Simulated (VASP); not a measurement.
Here is a VASP 6.6.1 calculation.

The input INCAR:

```
SYSTEM = CuF
PREC = Accurate
ENCUT = 520
EDIFF = 1E-6
ISMEAR = -1
SIGMA = 0.02
LREAL = .FALSE.
LASPH = .TRUE.
NELM = 60
ALGO = Normal
ISIF = 2
LWAVE = .FALSE.
LCHARG = .FALSE.
GGA = PE
NBANDS = 26
```

Contents of KPOINTS:

```
regular mesh
0
G
  12 12 4
  0 0 0
```

POSCAR

```
CuF
1.0
    2.7625362693      0.0000000000      0.0000000000
   -1.3812681347      2.3924265881      0.0000000000
    0.0000000000      0.0000000000      6.4019832778
Cu F
2 2
Direct
    0.0000000000      0.0000000000      0.0000000000
    0.0000000000      0.0000000000      0.5000000000
    0.3333333333      0.6666666667      0.2500000000
    0.6666666667      0.3333333333      0.7500000000
```

Potentials or basis: VASP PAW PBE potentials, release 64 (Cu, F).

Launch:

```bash
$ cat potpaw_PBE.64/Cu/POTCAR potpaw_PBE.64/F/POTCAR > POTCAR
$ mpirun -np 1 vasp_std > vasp.out
```

Problem. What does it give for the pressure?

Solution. 6.3 GPa.

Problem. Estimate the band gap on the k mesh.

Solution. Zero (band 18 reaches 4.83 eV, above the bottom of band 19 at 4.39 eV).

Stress tensor (GPa, compression positive):
```
5.45 0.00 0.00
0.00 5.45 0.00
0.00 0.00 7.93
```

Caveat: semilocal functionals often make such compounds metallic where correlation or magnetic order opens a gap, which also shifts bond lengths. With open d or f shells a metallic result of PBE can be an artefact of self-interaction; +U or a hybrid may open a gap.
